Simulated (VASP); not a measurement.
**Pt: single point with PBEsol**

The system is Pt.

```
CELL_PARAMETERS angstrom
2.81481 0.00000 0.00000
-1.40741 2.43770 0.00000
0.00000 0.00000 4.88612
ATOMIC_POSITIONS crystal
Pt 0.66667 0.33333 0.75000
Pt 0.33333 0.66667 0.25000
```

* Program: VASP 6.6.1
* Task: single point
* Functional: PBEsol
* Potentials or basis: VASP PAW PBE potentials, release 64 (Pt)
* Cutoff: 520 eV
* k mesh: 12 × 12 × 6
* Occupations: fermi-dirac, width 0.1 eV
* Spin: no spin polarisation

The pressure is -21.7 GPa and the band gap on the k mesh is zero (band 10 reaches 9.59 eV, above the bottom of band 11 at 8.43 eV).

Stress tensor (GPa, compression positive):
```
-21.99   0.00   0.00
  0.00 -21.99   0.00
  0.00   0.00 -21.16
```

Levels at points of the mesh, in eV from the Fermi level:
| k point | band 7 | band 8 | band 9 | band 10 | band 11 | band 12 | band 13 | band 14 |
| --- | --- | --- | --- | --- | --- | --- | --- | --- |
| (0.00, 0.00, 0.00) | -2.78 | -1.63 | -1.63 | -0.53 | -0.20 | -0.20 | 4.27 | 15.17 |
| (0.50, 0.00, 0.00) | -2.35 | -0.01 | 0.25 | 0.43 | 2.13 | 3.50 | 6.93 | 8.51 |
| (0.00, 0.00, 0.50) | -3.10 | -3.10 | -0.72 | -0.72 | -0.72 | -0.72 | 11.44 | 11.44 |
| (0.50, 0.00, 0.50) | -0.75 | -0.75 | 0.36 | 0.36 | 1.69 | 1.69 | 5.98 | 5.98 |

Wall time 12 s on 1 thread of Intel(R) Xeon(R) 6975P-C (Granite Rapids), on a shared host, peak memory 0.17 GiB.

Caveat: the PAW data sets were made with another functional, which shifts forces and pressure a little; spin-orbit coupling is left out, which moves the levels of the heavy elements.
